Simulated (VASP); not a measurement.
# Si in VASP: further runs, part 2 of 2

VASP 6.6.1. Earlier steps stand in the parts before.

### 3 Single point, PBE+D3(BJ)

Input file INCAR:

```
  ALGO = Normal
  DIPOL = 0.5 0.5 0.389
  EDIFF = 1E-6
  ENCUT = 520
  GGA = PE
  IDIPOL = 3
  ISIF = 2
  ISMEAR = 0
  IVDW = 12
  LASPH = True
  LCHARG = False
  LDIPOL = True
  LREAL = False
  LWAVE = False
  NBANDS = 16
  NELM = 60
  PREC = Accurate
  SIGMA = 0.1
```

Input file KPOINTS:

```
k-points
0
Gamma
  9 9 1
```

Input file POSCAR:

```
Si
1.0
    3.8475254764      0.0000000000      0.0000000000
   -1.9237627382      3.3320548043      0.0000000000
    0.0000000000      0.0000000000     18.4415958250
Si
4
Direct
    0.3333333333      0.6666666667      0.2695427207
    0.6666666667      0.3333333333      0.2440135899
    0.0000000000      1.1666666667      0.5336629172
    0.3333333333      0.8333333333      0.5081337863
```

Potentials or basis: VASP PAW PBE potentials, release 64 (Si).

On the command line:

```
$ cat potpaw_PBE.64/Si/POTCAR > POTCAR
$ mpirun -np 1 vasp_std > vasp.out
```

OUTCAR:

```text
EDIFF = 1E-6
   ENCUT = 520
   GGA = PE
   ISIF = 2
   ISMEAR = 0
   IVDW = 12
   LASPH = True
   LREAL = False
   NELM = 60
   PREC = Accurate
 IVDW          = 12

 ion  position               nearest neighbor table
   1  0.333  0.667  0.270-   2 2.27   2 2.27   2 2.27
   2  0.667  0.333  0.244-   1 2.27   1 2.27   1 2.27
   3  0.000  0.167  0.534-   4 2.27   4 2.27   4 2.27
   4  0.333  0.833  0.508-   3 2.27   3 2.27   3 2.27

  LATTYP: Found a hexagonal cell.
 ALAT       =     3.8475254764
 C/A-ratio  =     4.7931055787

  Lattice vectors:

 A1 = (   3.8475254764,   0.0000000000,   0.0000000000)
 A2 = (  -1.9237627382,   3.3320548043,   0.0000000000)
 A3 = (   0.0000000000,   0.0000000000,  18.4415958250)

Analysis of symmetry for initial positions (statically):
=====================================================================
 Subroutine PRICEL returns:
 Original cell was already a primitive cell.

 Routine SETGRP: Setting up the symmetry group for a
 hexagonal supercell.

 Subroutine GETGRP returns: Found  2 space group operations
[... 183 lines left out ...]
 k-point     1 :       0.0000    0.0000    0.0000
  band No.  band energies     occupation
      1     -12.1197      2.00000
      2     -12.0753      2.00000
      3      -4.4552      2.00000
      4      -3.9344      2.00000
      5      -2.1905      2.00000
      6      -2.1838      2.00000
[... 433 lines left out ...]
      3      -7.3821      2.00000
      4      -7.3466      2.00000
      5      -4.0733      2.00000
      6      -4.0536      2.00000
[... 8 lines left out ...]
     15       4.5607      0.00000
     16       5.0802      0.00000

 [... further k-points ...]

------------------------ aborting loop because EDIFF is reached ----------------------------------------

 vacuum level on the upper side and lower side of the slab       (xc-potential included)        -0.141        -0.141

 Edisp (eV)   -0.91105

 E8    (eV) :    -0.3856

  FORCE on cell =-STRESS in cart. coord.  units (eV):
  Direction    XX          YY          ZZ          XY          YZ          ZX
  --------------------------------------------------------------------------------------
  -------------------------------------------------------------------------------------
  Total      -0.09802    -0.08093    -0.78874     0.00998    -0.05415     0.02805
  in kB      -0.66424    -0.54844    -5.34506     0.06763    -0.36693     0.19009
  external pressure =       -2.19 kB  Pullay stress =        0.00 kB

 VOLUME and BASIS-vectors are now :
 -----------------------------------------------------------------------------
  energy-cutoff  :      520.00
  volume of cell :      236.42
      direct lattice vectors                 reciprocal lattice vectors
     3.847525476  0.000000000  0.000000000     0.259907311  0.150057556  0.000000000
    -1.923762738  3.332054804  0.000000000     0.000000000  0.300115112  0.000000000
     0.000000000  0.000000000 18.441595825     0.000000000  0.000000000  0.054225242

 POSITION                                       TOTAL-FORCE (eV/Angst)
 -----------------------------------------------------------------------------------
     -0.00000      2.22137      4.97080        -0.006158      0.009390      0.127603
      1.92376      1.11068      4.50000        -0.000162      0.002364      0.037928
     -0.32063      0.55534      9.84160         0.000162     -0.002364     -0.037928
     -0.32063      2.77671      9.37080         0.006158     -0.009390     -0.127603
 -----------------------------------------------------------------------------------
    total drift:                               -0.000000      0.000000     -0.000040

  FREE ENERGIE OF THE ION-ELECTRON SYSTEM (eV)
  ---------------------------------------------------
  free  energy   TOTEN  =       -20.0722496398 eV

  energy  without entropy=      -20.0699567113  energy(sigma->0) =      -20.07110318

 vacuum level on the upper side and lower side of the slab         3.509         3.511
```

OSZICAR:

```text
N       E                     dE             d eps       ncg     rms          rms(c)
DAV:   1     0.584866498111E+02    0.58487E+02   -0.48229E+03  1312   0.705E+02
DAV:   2    -0.147091600805E+02   -0.73196E+02   -0.65730E+02  1800   0.119E+02
DAV:   3    -0.196384283591E+02   -0.49293E+01   -0.48644E+01  1880   0.313E+01
[... 14 lines left out ...]
DAV:  18    -0.191611663450E+02   -0.99966E-04   -0.73028E-06  1512   0.109E-02    0.460E-03
DAV:  19    -0.191611913812E+02   -0.25036E-04   -0.16672E-06  1800   0.549E-03    0.137E-02
DAV:  20    -0.191611977370E+02   -0.63559E-05   -0.68356E-07  1200   0.417E-03    0.986E-04
DAV:  21    -0.191611994560E+02   -0.17189E-05   -0.14472E-07  1448   0.182E-03    0.265E-04
DAV:  22    -0.191611998438E+02   -0.38784E-06   -0.23021E-08  1288   0.856E-04
   1 F= -.20072250E+02 E0= -.20071103E+02  d E =-.229293E-02
```

stdout:

```text
POSCAR found type information on POSCAR Si
 POSCAR found :  1 types and       4 ions
 scaLAPACK will be used
 LDA part: xc-table for (Slater+PW92), standard interpolation
 POSCAR, INCAR and KPOINTS ok, starting setup
 FFT: planning ... GRIDC
 FFT: planning ... GRID_SOFT
 FFT: planning ... GRID
 WAVECAR not read
 entering main loop
```

It took 3.4 min on 1 thread of Intel Xeon 6975P-C (Granite Rapids), shared host; peak memory 0.39 GiB.

What came out:

```yaml
Free_energy: -20.0722 eV
Largest_force: 0.128 eV/Å
Band_gap_on_the_k_mesh: 0.09 eV, direct
Dispersion_energy_per_atom: -0.228 eV
```

Forces in eV/Å, atoms in the order of the input:
```
Si  -0.006  0.009  0.128
Si   0.000  0.002  0.038
Si   0.000 -0.002 -0.038
Si   0.006 -0.009 -0.128
```

### 4 Single point, PBE+D3(BJ)

Input file INCAR:

```
ALGO = Normal ; DIPOL = 0.5 0.5 0.389
EDIFF = 1E-6 ; ENCUT = 520
GGA = PE ; IDIPOL = 3
ISIF = 2 ; ISMEAR = 0
IVDW = 12 ; LASPH = True
LCHARG = False ; LDIPOL = True
LREAL = False ; LWAVE = False
NBANDS = 16 ; NELM = 80
PREC = Accurate ; SIGMA = 0.1
```

KPOINTS is that of step 3.

POSCAR, as its differences from that of step 3:

```diff
@@ -10,3 +10,3 @@
     0.6666666667      0.3333333333      0.2440135899
-    0.0000000000      1.1666666667      0.5336629172
-    0.3333333333      0.8333333333      0.5081337863
+    0.1666666667      1.6666666667      0.5336629172
+    0.5000000000      1.3333333333      0.5081337863
```

On the command line:

```
$ cat potpaw_PBE.64/Si/POTCAR > POTCAR
$ mpirun -np 1 vasp_std > vasp.out
```

Wall time 2.7 min (1 thread of Intel Xeon 6975P-C (Granite Rapids), shared host); peak memory 0.39 GiB.

It converged, with:

| Property | Result |
| --- | --- |
| Free energy | -20.0568 eV |
| Largest force | 0.089 eV/Å |
| Band gap on the k mesh | 0.31 eV, direct |
| Dispersion energy per atom | -0.228 eV |

Forces on the atoms (eV/Å):
```
Si   0.005 -0.004  0.089
Si   0.004  0.000  0.038
Si  -0.004  0.000 -0.038
Si  -0.005  0.004 -0.089
```

Levels at points of the mesh, in eV from the valence-band top:
| k point | band 6 | band 7 | band 8 | band 9 | band 10 | band 11 |
| --- | --- | --- | --- | --- | --- | --- |
| (0.00, 0.00, 0.00) | -1.03 | -1.03 | -1.02 | 2.19 | 2.23 | 2.36 |

### 5 Single point, PBE+D3(BJ)

Input file INCAR:

```
ALGO     = Normal         # electronic algorithm
DIPOL    = 0.5 0.5 0.389
EDIFF    = 1E-6           # SCF threshold, eV
ENCUT    = 520            # plane-wave cutoff, eV
GGA      = PE             # functional
IDIPOL   = 3            
ISIF     = 2              # what is computed and relaxed
ISMEAR   = 0              # smearing method
IVDW     = 12             # dispersion correction
LASPH    = T              # aspherical terms in the spheres
LCHARG   = F              # write CHGCAR
LDIPOL   = T            
LREAL    = F              # projectors in reciprocal space
LWAVE    = F              # write WAVECAR
NBANDS   = 16             # bands
NELM     = 80             # most SCF steps
PREC     = Accurate       # precision mode
SIGMA    = 0.1            # smearing width, eV
```

KPOINTS is that of step 4.

POSCAR, as its differences from that of step 4:

```diff
@@ -10,3 +10,3 @@
     0.6666666667      0.3333333333      0.2440135899
-    0.1666666667      1.6666666667      0.5336629172
-    0.5000000000      1.3333333333      0.5081337863
+    0.5000000000      1.3333333333      0.5336629172
+    0.8333333333      1.0000000000      0.5081337863
```

On the command line:

```
$ cat potpaw_PBE.64/Si/POTCAR > POTCAR
$ mpirun -np 1 vasp_std > vasp.out
```

It took 3.7 min on 1 thread of Intel Xeon 6975P-C (Granite Rapids), shared host; peak memory 0.39 GiB.

Results (log left out):

```yaml
Free_energy: -20.0585 eV
Largest_force: 0.095 eV/Å
Band_gap_on_the_k_mesh: 0.16 eV, direct
Dispersion_energy_per_atom: -0.228 eV
```

Forces on the atoms (eV/Å):
```
Si   0.009  0.003  0.095
Si  -0.002  0.001  0.045
Si   0.002 -0.001 -0.045
Si  -0.009 -0.003 -0.095
```

Levels at points of the mesh, in eV from the valence-band top:
| k point | band 5 | band 6 | band 7 | band 8 | band 9 | band 10 | band 11 | band 12 |
| --- | --- | --- | --- | --- | --- | --- | --- | --- |
| (0.00, 0.00, 0.00) | -1.10 | -1.10 | -1.10 | -1.09 | 2.13 | 2.15 | 2.28 | 3.12 |
